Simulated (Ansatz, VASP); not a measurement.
**CdTe: VASP beside Ansatz**

```xyz
2
Lattice="0.0000 3.2639 3.2639 3.2639 0.0000 3.2639 3.2639 3.2639 0.0000" Properties=species:S:1:pos:R:3 pbc="T T T"
Cd    0.0000    0.0000    0.0000
Te    1.6319    1.6319    1.6319
```

Change from the starting cell: hydrostatic strain -0.5%.

Alike in both runs: task single point; functional HSE06; k mesh 4 × 4 × 4; no spin polarisation.

|  | VASP | Ansatz |
| --- | --- | --- |
| version | VASP 6.6.1 | Ansatz 0.2.0 |
| potentials or method | VASP PAW PBE potentials, release 64 (Cd, Te) | plane waves, PAW |
| plane-wave cutoff (eV) | 520 | 420 |
| occupations | gaussian, width 0.01 eV | fixed |
| valence electrons in the cell | 18 | 36 |

```csv
,VASP,Ansatz,Ansatz less VASP
gap on the k mesh at the Fermi level (eV),1.49,1.58,+0.085
pressure (GPa),0.8,0.9,+0.03
```

VASP's potentials hold 18 valence electrons a cell and Ansatz's 36, so a difference there can come from the potentials and not from the codes. Ansatz's warnings: stress exchange threshold loose, stress scf threshold loose.

Spin-orbit coupling is off throughout.
